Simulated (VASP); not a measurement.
Write the native input for VASP 6.6.1 that does the following.

```yaml
Task: relaxation of shape and atoms at fixed volume
Functional: PBE
Potentials_or_basis: VASP PAW PBE potentials, release 64 (Zr_sv, B)
Cutoff: 600 eV
k_mesh: 15 × 15 × 12
Occupations: gaussian, width 0.1 eV
Spin: no spin polarisation
Dipole_correction: no
Further_INCAR_settings: ALGO = Normal; EDIFF = 1e-06; IBRION = 2; EDIFFG = -0.01; NSW = 50; ISIF = 4
```

The structure of ZrB2 lies in POSCAR:

```
ZrB2
1.0
    3.1391318078      0.0000000000      0.0000000000
   -1.5695659039      2.7185678913      0.0000000000
    0.0000000000      0.0000000000      3.5065143413
Zr B
1 2
Direct
    0.0000000000      0.0000000000      0.0000000000
    0.3333333333      0.6666666667      0.5000000000
    0.6666666667      0.3333333333      0.5000000000
```

The input as run:

INCAR

```
SYSTEM = ZrB2
PREC = Accurate
ENCUT = 600
EDIFF = 1E-6
ISMEAR = 0
SIGMA = 0.1
LREAL = .False.
LASPH = .True.
NELM = 100
ALGO = Normal
ISIF = 4
LWAVE = .False.
LCHARG = .False.
GGA = PE
IBRION = 2
NSW = 50
EDIFFG = -0.01
```

KPOINTS

```
regular mesh
0
Gamma
  15 15 12
  0 0 0
```

Potentials or basis: VASP PAW PBE potentials, release 64 (Zr_sv, B).

Run with:

```console
$ cat potpaw_PBE.64/Zr_sv/POTCAR potpaw_PBE.64/B/POTCAR > POTCAR
$ mpirun -np 1 vasp_std > vasp.out
```

Results of the run:

- Energy gained by relaxing: 0.0 meV/atom
- Ionic steps: 2
- Pressure after relaxing: 7.8 GPa
- Band gap on the k mesh: zero (bands 9 and 10 overlap by 1.03 eV)

It took 3.3 min on 1 thread of Intel Xeon 8259CL, with other jobs on the host, peak memory 0.23 GiB.
